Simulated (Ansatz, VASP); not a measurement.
# One calculation of NiO2, two programs

```
CELL_PARAMETERS angstrom
1.38688 0.80071 5.10115
-1.38688 0.80071 5.10115
0.00000 -1.60143 5.10115
ATOMIC_POSITIONS crystal
Ni 0.00000 0.00000 0.00000
O 0.60521 0.60521 0.60521
O 0.39479 0.39479 0.39479
```

Alike in both runs: functional r2SCAN; k mesh 12 × 12 × 12; occupations gaussian, width 0.02 eV; no spin polarisation.

Ansatz relaxed the structure, and its values are those at the end. VASP's run is a single point on that final structure, the one shown.

|  | VASP | Ansatz |
| --- | --- | --- |
| version | VASP 6.6.1 | Ansatz 0.2.0 |
| potentials or method | VASP PAW PBE potentials, release 64 (Ni, O), cutoff 520 eV | scalar-relativistic, plane waves, PAW |
| valence electrons in the cell | 22 | 30 |

```tsv
	VASP	Ansatz	Ansatz less VASP
gap on the k mesh at the Fermi level (eV)	1.56	1.62	+0.064
least direct gap on the mesh (eV)	1.76	1.83	+0.074
pressure (GPa)	1.4	0.0	-1.40
rms of the force components (eV/Å)	0.064	0.000	-0.0635
```

VASP's potentials were made for PBE, not for r2SCAN. VASP's potentials hold 22 valence electrons a cell and Ansatz's 30, so a difference there can come from the potentials and not from the codes.
